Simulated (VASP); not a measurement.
A run of VASP 6.6.1 is set up as follows.

File POSCAR:

```
NaF
1.0
    2.2204268129      2.2204268129      0.0000000000
   -2.2204268129      2.2204268129      0.0000000000
    0.0000000000      2.2204268129      2.2204268129
Na F
1 1
Direct
    0.0000000000      0.0000000000      0.0000000000
    0.5000000000      0.5000000000      0.0000000000
```

Contents of INCAR.step1:

```
SYSTEM = NaF
PREC = Accurate
ENCUT = 520
ISMEAR = 0
SIGMA = 0.01
LREAL = .FALSE.
LASPH = .TRUE.
NELM = 80
NBANDS = 14
GGA = PE
ALGO = Normal
EDIFF = 1E-4
LWAVE = .TRUE.
LCHARG = .FALSE.
```

The input INCAR.step2:

```
SYSTEM = NaF
PREC = Accurate
ENCUT = 520
EDIFF = 1E-7
ISMEAR = 0
SIGMA = 0.01
LREAL = .FALSE.
LASPH = .TRUE.
NELM = 80
ALGO = Normal
ISIF = 2
LWAVE = .FALSE.
LCHARG = .FALSE.
METAGGA = R2SCAN
LMIXTAU = .TRUE.
NBANDS = 14
ISTART = 1
```

The input KPOINTS:

```
regular mesh
0
G
  8 8 8
  0 0 0
```

Potentials or basis: VASP PAW PBE potentials, release 64 (Na_pv, F).

Run with:

```bash
$ cat potpaw_PBE.64/Na_pv/POTCAR potpaw_PBE.64/F/POTCAR > POTCAR
$ cp INCAR.step1 INCAR
$ mpirun -np 1 vasp_std > vasp.out
$ cp INCAR.step2 INCAR
$ mpirun -np 1 vasp_std > vasp.out
```

Problem. What does it give for the pressure?

Solution. 6.4 GPa.

Problem. Predict the band gap on the k mesh.

Solution. 7.96 eV, direct.

Caveat: the PAW data sets were made with another functional, which shifts forces and pressure a little. r2SCAN opens gaps a little over a GGA but as a rule still falls short of measured ones.
